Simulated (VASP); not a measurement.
Ir: single point with PBE

Ir:

```xyz
2
Lattice="-2.0479 2.3855 1.2608 2.3855 -2.0479 1.2608 2.4000 2.4000 -0.6424" Properties=species:S:1:pos:R:3 pbc="T T T"
Ir    2.2860   -1.9484    1.2608
Ir    0.3599    2.3777    0.9396
```

```
Program                : VASP 6.6.1
Task                   : single point
Functional             : PBE
Potentials or basis    : VASP PAW PBE potentials, release 64 (Ir)
Cutoff                 : 520 eV
k mesh                 : 14 × 14 × 10
Occupations            : fermi-dirac, width 0.05 eV
Spin                   : collinear spin
Starting moments       : [1.0, 1.0] μB
Dipole correction      : no
Further INCAR settings : ALGO = Normal; EDIFF = 1e-07; NBANDS = 20
```

```yaml
Pressure: 52.5 GPa
Largest_force: 0.629 eV/Å
Band_gap_on_the_k_mesh: zero (filled and empty bands overlap)
Net_moment: 0.00 μB per cell
Valence_electrons_inside_the_program's_atomic_spheres: Ir 8.75
```

Forces on the atoms (eV/Å):
```
Ir   0.445 -0.445  0.000
Ir  -0.445  0.445  0.000
```

Stress tensor (GPa, compression positive):
```
51.38  4.37 -0.14
 4.37 51.38 -0.14
-0.14 -0.14 54.87
```

Levels at points of the mesh, in eV from the Fermi level:
Spin up:
| k point | band 6 | band 7 | band 8 | band 9 | band 10 | band 11 | band 12 | band 13 |
| --- | --- | --- | --- | --- | --- | --- | --- | --- |
| (0.00, 0.00, 0.00) | -2.06 | -1.23 | -1.00 | 0.44 | 0.69 | 2.11 | 4.62 | 8.60 |
| (0.50, 0.00, 0.00) | -1.66 | -1.59 | -1.03 | -0.01 | 2.22 | 4.04 | 5.76 | 6.95 |
| (0.50, 0.50, 0.00) | -3.11 | -2.96 | -1.67 | -1.29 | 0.87 | 1.26 | 2.01 | 12.72 |
| (0.00, 0.00, 0.50) | -3.33 | -2.29 | -2.29 | -0.95 | -0.95 | 2.12 | 2.12 | 12.94 |
| (0.50, 0.00, 0.50) | -2.70 | -1.18 | -1.18 | 0.66 | 0.66 | 4.03 | 4.03 | 10.21 |
| (0.50, 0.50, 0.50) | -1.86 | -1.22 | -1.22 | -0.98 | -0.98 | 0.47 | 0.47 | 7.12 |
Spin down:
| k point | band 7 | band 8 | band 9 | band 10 | band 11 | band 12 |
| --- | --- | --- | --- | --- | --- | --- |
| (0.00, 0.00, 0.00) | -1.23 | -1.00 | 0.44 | 0.69 | 2.11 | 4.62 |
| (0.50, 0.00, 0.00) | -1.59 | -1.03 | -0.01 | 2.22 | 4.04 | 5.76 |
| (0.50, 0.50, 0.00) | -2.96 | -1.67 | -1.29 | 0.87 | 1.26 | 2.01 |
| (0.00, 0.00, 0.50) | -2.29 | -2.29 | -0.95 | -0.95 | 2.12 | 2.12 |
| (0.50, 0.00, 0.50) | -1.18 | -1.18 | 0.66 | 0.66 | 4.03 | 4.03 |
| (0.50, 0.50, 0.50) | -1.22 | -1.22 | -0.98 | -0.98 | 0.47 | 0.47 |

It took 23 min on 1 thread of Intel Xeon 8259CL (shared host), peak memory 0.5 GiB.

Caveat: the cell stands under pressure; spin-orbit coupling is left out, which moves the levels of the heavy elements.
